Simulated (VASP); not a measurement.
GaP, 2 atoms in the cell. The structure is cubic, space group F-43m (No. 216). Conventional cell: a = 5.648 Å, b = 5.648 Å, c = 5.648 Å, α = 90.00°, β = 90.00°, γ = 90.00°. Ga (site symmetry -43m) has 4 P at 2.45 Å within 3.2 Å. Within 3.2 Å of P (site symmetry -43m) lie 4 Ga at 2.45 Å.  This cell differs from its parent crystal: volume 22.523 Å^3 an atom, c/a of the conventional cell 1.0000.

- Program: VASP 6.6.1
- Task: single point
- Functional: PBE
- Potentials or basis: VASP PAW PBE potentials, release 64 (Ga_d, P)
- Cutoff: 520 eV
- k mesh: 10 × 10 × 10
- Occupations: gaussian, width 0.05 eV
- Spin: no spin polarisation
- Dipole correction: no
- Further INCAR settings: ALGO = Normal; EDIFF = 1e-06; NBANDS = 16

Potentials or basis: VASP PAW PBE potentials, release 64 (Ga_d, P).

Launch:

```console
$ cat potpaw_PBE.64/Ga_d/POTCAR potpaw_PBE.64/P/POTCAR > POTCAR
$ mpirun -np 1 vasp_std > vasp.out
```

Hardware: 1 thread of AMD EPYC 9R45 (Zen 5), on a shared host.

Problem. Estimate the wall time of this run.

Solution. Wall time 33 s on 1 thread of AMD EPYC 9R45 (Zen 5), on a shared host, peak memory 0.15 GiB. Counts: scf iterations 12, k points 47.
